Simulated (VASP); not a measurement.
# ZnS (P6_3mc) in VASP: further runs

Runs on ZnS. Level: r2SCAN. Tasks: relaxation of shape and atoms at fixed volume.

All numbers are computed with VASP 6.6.1; they aren't measurements. Logs are shortened: lines on timing, memory, paths and dates and some standing lists are left out, and cuts for length are marked.

### 1 The cell of the first run

It takes space group P6_3mc (No. 186, hexagonal). The conventional cell has a = 3.844 Å, b = 3.844 Å, c = 6.308 Å, α = 90.00°, β = 90.00°, γ = 120.00°. Within 3.1 Å of Zn (site symmetry 3m) lie 4 S at 2.36 Å. Within 3.1 Å of S (site symmetry 3m) lie 4 Zn at 2.36 Å.

### 2 Relaxation of shape and atoms at fixed volume, r2SCAN (20.18 Å³/atom)

The input, POSCAR:

```
ZnS
1.0
    3.8439543787      0.0000000000      0.0000000000
   -1.9219771894      3.3289621430      0.0000000000
    0.0000000000      0.0000000000      6.3082495794
Zn S
2 2
Direct
    0.3333333333      0.6666666667      0.0053936192
    0.6666666667      0.3333333333      0.5053936192
    0.3333333333      0.6666666667      0.3796063808
    0.6666666667      0.3333333333      0.8796063808
```

The input, INCAR.step1:

```
SYSTEM = ZnS
PREC = Accurate
ENCUT = 600
ISMEAR = 0
SIGMA = 0.02
LREAL = .False.
LASPH = .True.
NELM = 100
GGA = PE
ALGO = Normal
EDIFF = 1E-4
LWAVE = .True.
LCHARG = .False.
```

The input, INCAR.step2:

```
SYSTEM = ZnS
PREC = Accurate
ENCUT = 600
EDIFF = 1E-6
ISMEAR = 0
SIGMA = 0.02
LREAL = .False.
LASPH = .True.
NELM = 100
ALGO = Normal
ISIF = 4
LWAVE = .False.
LCHARG = .False.
METAGGA = R2SCAN
LMIXTAU = .True.
IBRION = 2
NSW = 50
EDIFFG = -0.01
ISTART = 1
```

The input, KPOINTS:

```
Automatic mesh
0
Gamma
  9 9 4
  0 0 0
```

Potentials or basis: VASP PAW PBE potentials, release 64 (Zn, S).

The run is started by

```bash
$ cat potpaw_PBE.64/Zn/POTCAR potpaw_PBE.64/S/POTCAR > POTCAR
$ cp INCAR.step1 INCAR
$ mpirun -np 1 vasp_std > vasp.out
$ cp INCAR.step2 INCAR
$ mpirun -np 1 vasp_std > vasp.out
```

OUTCAR:

```text
SYSTEM = ZnS
   PREC = Accurate
   ENCUT = 600
   EDIFF = 1E-6
   ISMEAR = 0
   LREAL = .False.
   LASPH = .True.
   NELM = 100
   ISIF = 4
   METAGGA = R2SCAN
   IBRION = 2
   NSW = 50
   EDIFFG = -0.01
   ISTART = 1

 ion  position               nearest neighbor table
   1  0.333  0.667  0.005-   4 2.36   4 2.36   4 2.36   3 2.36
   2  0.667  0.333  0.505-   3 2.36   3 2.36   3 2.36   4 2.36
   3  0.333  0.667  0.380-   2 2.36   2 2.36   2 2.36   1 2.36
   4  0.667  0.333  0.880-   1 2.36   1 2.36   1 2.36   2 2.36

  LATTYP: Found a hexagonal cell.
 ALAT       =     3.8439543787
 C/A-ratio  =     1.6410833631

  Lattice vectors:

 A1 = (   3.8439543787,   0.0000000000,   0.0000000000)
 A2 = (  -1.9219771894,   3.3289621430,   0.0000000000)
 A3 = (   0.0000000000,   0.0000000000,   6.3082495794)

Analysis of symmetry for initial positions (statically):
=====================================================================
 Subroutine PRICEL returns:
 Original cell was already a primitive cell.

 Routine SETGRP: Setting up the symmetry group for a
 hexagonal supercell.

 Subroutine GETGRP returns: Found 12 space group operations
 (whereof  6 operations were pure point group operations)
 out of a pool of 24 trial point group operations.

The static configuration has the point symmetry C_3v.
 The point group associated with its full space group is C_6v.

Analysis of symmetry for dynamics (positions and initial velocities):
=====================================================================
 Subroutine PRICEL returns:
 Original cell was already a primitive cell.

 Routine SETGRP: Setting up the symmetry group for a
 hexagonal supercell.

 Subroutine GETGRP returns: Found 12 space group operations
 (whereof  6 operations were pure point group operations)
 out of a pool of 24 trial point group operations.

The dynamic configuration has the point symmetry C_3v.
 The point group associated with its full space group is C_6v.

 Subroutine INISYM returns: Found 12 space group operations
 (whereof  6 operations are pure point group operations),
 and found     1 'primitive' translations

----------------------------------------------------------------------------------------

                                     Primitive cell

  volume of cell :      80.7227

  direct lattice vectors                    reciprocal lattice vectors
     3.843954379  0.000000000  0.000000000     0.260148769  0.150196962  0.000000000
    -1.921977189  3.328962143  0.000000000     0.000000000  0.300393924  0.000000000
     0.000000000  0.000000000  6.308249579     0.000000000  0.000000000  0.158522580

  length of vectors
     3.843954379  3.843954379  6.308249579     0.300393924  0.300393924  0.158522580

  position of ions in fractional coordinates (direct lattice)
     0.333333333  0.666666667  0.005393619
     0.666666667  0.333333333  0.505393619
     0.333333333  0.666666667  0.379606381
     0.666666667  0.333333333  0.879606381

  ion indices of the primitive-cell ions
   primitive index   ion index
                 1           1
                 2           2
                 3           3
                 4           4

----------------------------------------------------------------------------------------

 KPOINTS: Automatic mesh

Automatic generation of k-mesh.
 Grid dimensions read from file:
 generate k-points for:    9    9    4

 Generating k-lattice:

  Cartesian coordinates                     Fractional coordinates (reciprocal lattice)
     0.028905419  0.016688551  0.000000000     0.111111111  0.000000000  0.000000000
     0.000000000  0.033377103  0.000000000     0.000000000  0.111111111  0.000000000
     0.000000000  0.000000000  0.039630645     0.000000000  0.000000000  0.250000000

  Length of vectors
     0.033377103  0.033377103  0.039630645

  Shift w.r.t. Gamma in fractional coordinates (k-lattice)
     0.000000000  0.000000000  0.000000000

 Subroutine IBZKPT returns following result:
 ===========================================

 Found     36 irreducible k-points:

 Following reciprocal coordinates:
            Coordinates               Weight
  0.000000  0.000000  0.000000      1.000000
  0.111111 -0.000000  0.000000      6.000000
  0.222222 -0.000000  0.000000      6.000000
  0.333333 -0.000000  0.000000      6.000000
  0.444444 -0.000000  0.000000      6.000000
  0.111111  0.111111  0.000000      6.000000
[... 16 lines left out ...]
  0.333333  0.222222  0.250000     24.000000
  0.333333  0.333333  0.250000      4.000000
 [... further k-points ...]
   k-points           NKPTS =     36   k-points in BZ     NKDIM =     36   number of bands    NBANDS=     22
   number of dos      NEDOS =    301   number of ions     NIONS =      4
   total plane-waves  NPLWV =  51200
   dimension x,y,z NGX =    32 NGY =   32 NGZ =   50
   dimension x,y,z NGXF=    64 NGYF=   64 NGZF=  100
   ions per type =               2   2
   NGX,Y,Z   is equivalent  to a cutoff of  13.84, 13.84, 13.18 a.u.
   NGXF,Y,Z  is equivalent  to a cutoff of  27.68, 27.68, 26.35 a.u.
 SYSTEM =  ZnS
   PREC   = accura    normal or accurate (medium, high low for compatibility)
   ISTART =      1    job   : 0-new  1-cont  2-samecut
   ICHARG =      0    charge: 1-file 2-atom 10-const
   ISPIN  =      1    spin polarized calculation?
   LNONCOLLINEAR =      F non collinear calculations
   LSORBIT =      F    spin-orbit coupling
   LASPH  =      T    aspherical Exc in radial PAW
   ENCUT  =  600.0 eV  44.10 Ry    6.64 a.u.   7.68  7.68 12.60*2*pi/ulx,y,z
   NELM   =    100;   NELMIN=  2; NELMDL=  0     # of ELM steps
   EDIFF  = 0.1E-05   stopping-criterion for ELM
   LREAL  =      F    real-space projection
   EDIFFG = -.1E-01   stopping-criterion for IOM
   NSW    =     50    number of steps for IOM
   IBRION =      2    ionic relax: 0-MD 1-quasi-New 2-CG
   NFREE  =      1    steps in history (QN), initial steepest desc. (CG)
   ISIF   =      4    stress and relaxation
   ISYM   =      2    0-nonsym 1-usesym 2-fastsym
   POTIM  = 0.5000    time-step for ionic-motion
   TEBEG  =    0.0;   TEEND  =   0.0 temperature during run
   PSTRESS=    0.0 pullay stress
   NELECT =      36.0000    total number of electrons
   NUPDOWN=      -1.0000    fix difference up-down
   EMIN   =  10.00;   EMAX   =-10.00  energy-range for DOS
   EFERMI =   0.00;   METHOD = LEGACY
   ISMEAR =     0;   SIGMA  =   0.02  broadening in eV -4-tet -1-fermi 0-gaus
   EFERMI_NEDOS =   21; number of points for ismear=-14 and -15
   IALGO  =     38    algorithm
   IMIX   =      4    mixing-type and parameters
     AMIX     =   0.40;   BMIX     =  1.00
     AMIX_MAG =   1.60;   BMIX_MAG =  1.00
  volume/ion in A,a.u.               =      20.18       136.19
  Fermi-wavevector in a.u.,A,eV,Ry     =   1.250769  2.363610 21.285259  1.564422
  Thomas-Fermi vector in A             =   2.384748
   LORBIT       =      0    0 simple, 1 ext, 2 COOP (PROOUT), +10 PAW based schemes
   METAGGA = R2SCAN    functional components
   LHFCALC =     F    Hartree Fock is set to
   AEXX    =    0.0000 exact exchange contribution
   IVDW    =     0    specifies the selected vdW correction
   LEPSILON=     F    determine dielectric tensor
   LRPA    =     F    only Hartree local field effects (RPA)
 conjugate gradient relaxation of ions
 non-spin polarized calculation
 Gauss-broadening in eV      SIGMA  =   0.02
  energy-cutoff  :      600.00
  volume of cell :       80.72
 maximum number of plane-waves:      2743
 NGX is ok and might be reduce to    32
   NGX = 15   NGY = 15   NGZ = 25

--------------------------------------- Ionic step        1  -------------------------------------------

 number of electron      35.9999974 magnetization

 Free energy of the ion-electron system (eV)
  ---------------------------------------------------
  ext. energy  EPLUGINS =         0.00000000
  ---------------------------------------------------
  free energy    TOTEN  =       -37.70836267 eV

  energy without entropy =      -37.70836267  energy(sigma->0) =      -37.70836267

------------------------ aborting loop because EDIFF is reached ----------------------------------------

  FORCE on cell =-STRESS in cart. coord.  units (eV):
  Direction    XX          YY          ZZ          XY          YZ          ZX
  --------------------------------------------------------------------------------------
  -------------------------------------------------------------------------------------
  Total       -1.1020132     -1.1020132     -1.1325715      0.0000000      0.0000000      0.0000000
  in kB      -21.8726510    -21.8726510    -22.4791704      0.0000000      0.0000000      0.0000000
  external PRESSURE =     -22.0748241 kB  Pullay stress =       0.0000000 kB

 VOLUME and BASIS-vectors are now :
 -----------------------------------------------------------------------------
  energy-cutoff  :      600.00
  volume of cell :       80.72
      direct lattice vectors                 reciprocal lattice vectors
     3.843954379  0.000000000  0.000000000     0.260148769  0.150196962  0.000000000
    -1.921977189  3.328962143  0.000000000     0.000000000  0.300393924  0.000000000
     0.000000000  0.000000000  6.308249579     0.000000000  0.000000000  0.158522580
[... 39 lines left out ...]
 POSITION                                       TOTAL-FORCE (eV/Angst)
 -----------------------------------------------------------------------------------
     -0.00000      2.21958      0.03302        -0.000000      0.000000     -0.011213
      1.92221      1.10979      3.18637         0.000000     -0.000000     -0.011213
     -0.00000      2.21958      2.39506        -0.000000      0.000000      0.011213
      1.92221      1.10979      5.54841        -0.000000     -0.000000      0.011213
 -----------------------------------------------------------------------------------
    total drift:                               -0.000000     -0.000000     -0.052918

  FREE ENERGIE OF THE ION-ELECTRON SYSTEM (eV)
  ---------------------------------------------------
  free  energy   TOTEN  =       -37.7084370212 eV

  energy  without entropy=      -37.7084370212  energy(sigma->0) =      -37.70843702

--------------------------------------- Ionic step        3  -------------------------------------------

 number of electron      35.9999972 magnetization

 Free energy of the ion-electron system (eV)
  ---------------------------------------------------
  ext. energy  EPLUGINS =         0.00000000
  ---------------------------------------------------
  free energy    TOTEN  =       -37.70848055 eV

  energy without entropy =      -37.70848055  energy(sigma->0) =      -37.70848055

 E-fermi :   1.7785     XC(G=0): -10.1621

 val. band max:        1.6369861871   @ k =   0.0000   0.0000   0.0000
 cond. band min:       4.2860331765   @ k =   0.0000   0.0000   0.0000
 fundamental gap:      2.6490469894
 Fermi energy:         1.7785074776

 k-point     1 :       0.0000    0.0000    0.0000
  band No.  band energies     occupation
      1     -11.8995      2.00000
      2     -10.9943      2.00000
      3      -4.7763      2.00000
      4      -4.7678      2.00000
      5      -4.7677      2.00000
      6      -4.6831      2.00000
[... 14 lines left out ...]
     21       8.4565      0.00000
     22       8.4566      0.00000
[... 552 lines left out ...]
  band No.  band energies     occupation
      1     -10.7616      2.00000
      2     -10.7616      2.00000
      3      -4.6954      2.00000
      4      -4.5833      2.00000
      5      -4.5832      2.00000
      6      -4.4809      2.00000
[... 14 lines left out ...]
     21       7.2853      0.00000
     22       9.6214      0.00000

 [... further k-points ...]

------------------------ aborting loop because EDIFF is reached ----------------------------------------

  FORCE on cell =-STRESS in cart. coord.  units (eV):
  Direction    XX          YY          ZZ          XY          YZ          ZX
  --------------------------------------------------------------------------------------
  -------------------------------------------------------------------------------------
  Total       -1.0904688     -1.0904688     -1.1298423      0.0000000      0.0000000      0.0000000
  in kB      -21.6435184    -21.6435184    -22.4250013      0.0000000      0.0000000      0.0000000
  external PRESSURE =     -21.9040127 kB  Pullay stress =       0.0000000 kB

 VOLUME and BASIS-vectors are now :
 -----------------------------------------------------------------------------
  energy-cutoff  :      600.00
  volume of cell :       80.72
      direct lattice vectors                 reciprocal lattice vectors
     3.845098137  0.000000000  0.000000000     0.260071386  0.150152284  0.000000000
    -1.922549069  3.329952667  0.000000000    -0.000000000  0.300304569  0.000000000
     0.000000000  0.000000000  6.304497249     0.000000000 -0.000000000  0.158616930

 POSITION                                       TOTAL-FORCE (eV/Angst)
 -----------------------------------------------------------------------------------
     -0.00000      2.21997      0.03160         0.000000     -0.000000      0.001418
      1.92255      1.10998      3.18385        -0.000000      0.000000      0.001418
     -0.00000      2.21997      2.39563        -0.000000      0.000000     -0.001418
      1.92255      1.10998      5.54788        -0.000000      0.000000     -0.001418
 -----------------------------------------------------------------------------------
    total drift:                               -0.000000      0.000000     -0.050002

  FREE ENERGIE OF THE ION-ELECTRON SYSTEM (eV)
  ---------------------------------------------------
  free  energy   TOTEN  =       -37.7084805531 eV

  energy  without entropy=      -37.7084805531  energy(sigma->0) =      -37.70848055

 reached required accuracy - stopping structural energy minimisation
```

Run time: 4.7 min. Hardware: 1 thread of Intel Xeon Platinum 8488C (Sapphire Rapids), shared host; peak memory 0.27 GiB.

What came out:

| Item | Value |
| --- | --- |
| Free energy | -37.7085 eV |
| Energy gained by relaxing | 0.0 meV/atom |
| Ionic steps | 3 |
| Pressure after relaxing | -2.2 GPa |
| Band gap on the k mesh | 2.65 eV |

Step by step:
| step | energy change (eV) | largest force (eV/Å) | pressure (GPa) | volume (Å³) |
| --- | --- | --- | --- | --- |
| 1 | 0.0000 | 0.0206 | -2.21 | 80.72 |
| 2 | -0.0001 | 0.0112 | -2.20 | 80.72 |
| 3 | -0.0001 | 0.0014 | -2.19 | 80.72 |

Final structure:
```xyz
4
Lattice="3.8451 0.0000 0.0000 -1.9225 3.3300 0.0000 0.0000 0.0000 6.3045" Properties=species:S:1:pos:R:3 pbc="T T T"
Zn    0.0000    2.2200    0.0316
Zn    1.9225    1.1100    3.1838
S     0.0000    2.2200    2.3956
S     1.9225    1.1100    5.5479
```

Caveat: the PAW data sets were made with another functional, which shifts forces and pressure a little.

### 3 Relaxation of shape and atoms at fixed volume, r2SCAN (20.77 Å³/atom)

This run uses another cell than the first one, of 20.77 Å³/atom.

The input, POSCAR:

```
ZnS
1.0
    3.8809177461      0.0000000000      0.0000000000
   -1.9404588731      3.3609733581      0.0000000000
    0.0000000000      0.0000000000      6.3689095466
Zn S
2 2
Direct
    0.3333333333      0.6666666667      0.0053936192
    0.6666666667      0.3333333333      0.5053936192
    0.3333333333      0.6666666667      0.3796063808
    0.6666666667      0.3333333333      0.8796063808
```

The input, INCAR.step1:

```
  PREC = Accurate
  ENCUT = 600
  ISMEAR = 0
  SIGMA = 0.02
  LREAL = F
  LASPH = T
  NELM = 100
  GGA = PE
  ALGO = Normal
  EDIFF = 1E-4
  LWAVE = T
  LCHARG = F
```

The input, INCAR.step2:

```
  PREC = Accurate
  ENCUT = 600
  EDIFF = 1E-7
  ISMEAR = 0
  SIGMA = 0.02
  LREAL = F
  LASPH = T
  NELM = 100
  ALGO = Normal
  ISIF = 4
  LWAVE = F
  LCHARG = F
  METAGGA = R2SCAN
  LMIXTAU = T
  IBRION = 2
  NSW = 50
  EDIFFG = -0.01
  ISTART = 1
```

The input, KPOINTS:

```
regular mesh
0
Gamma
  9 9 4
```

Potentials or basis: VASP PAW PBE potentials, release 64 (Zn, S).

The run is started by

```bash
$ cat potpaw_PBE.64/Zn/POTCAR potpaw_PBE.64/S/POTCAR > POTCAR
$ cp INCAR.step1 INCAR
$ mpirun -np 1 vasp_std > vasp.out
$ cp INCAR.step2 INCAR
$ mpirun -np 1 vasp_std > vasp.out
```

Run time: 8.1 min. Hardware: 1 thread of Intel Xeon Platinum 8488C (Sapphire Rapids), shared host; peak memory 0.29 GiB.

It converged, with:

```yaml
Free_energy: -37.6622 eV
Energy_gained_by_relaxing: 0.0 meV/atom
Ionic_steps: 3
Pressure_after_relaxing: -4.0 GPa
Largest_force_after_relaxing: 0.006 eV/Å
Band_gap_on_the_k_mesh: 2.52 eV
```

Forces on the atoms (eV/Å):
```
Zn   0.000  0.000 -0.006
Zn   0.000  0.000 -0.006
S    0.000  0.000  0.006
S    0.000  0.000  0.006
```

The path:
```tsv
step	energy change (eV)	largest force (eV/Å)	pressure (GPa)	volume (Å³)
1	0.0000	0.0158	-4.03	83.07
2	-0.0001	0.0127	-4.03	83.07
3	-0.0001	0.0061	-4.02	83.07
```

Final structure:
```yaml
crystal:
  lattice:
    - [3.88439, 0.00000, 0.00000]
    - [-1.94219, 3.36398, 0.00000]
    - [0.00000, 0.00000, 6.35754]
  atoms:
    - { symbol: Zn, position: [0.33333, 0.66667, 0.00502] }
    - { symbol: Zn, position: [0.66667, 0.33333, 0.50502] }
    - { symbol: S, position: [0.33333, 0.66667, 0.37998] }
    - { symbol: S, position: [0.66667, 0.33333, 0.87998] }
```

Levels at points of the mesh, in eV from the valence-band top:
```
           k point  band 16  band 17  band 18  band 19  band 20  band 21
(0.00, 0.00, 0.00)    -0.06     0.00     0.00     2.52     3.49     6.83
(0.00, 0.00, 0.50)    -0.44    -0.44    -0.44     3.91     3.91     7.21
```

Caveat: the PAW data sets were made with another functional, which shifts forces and pressure a little.
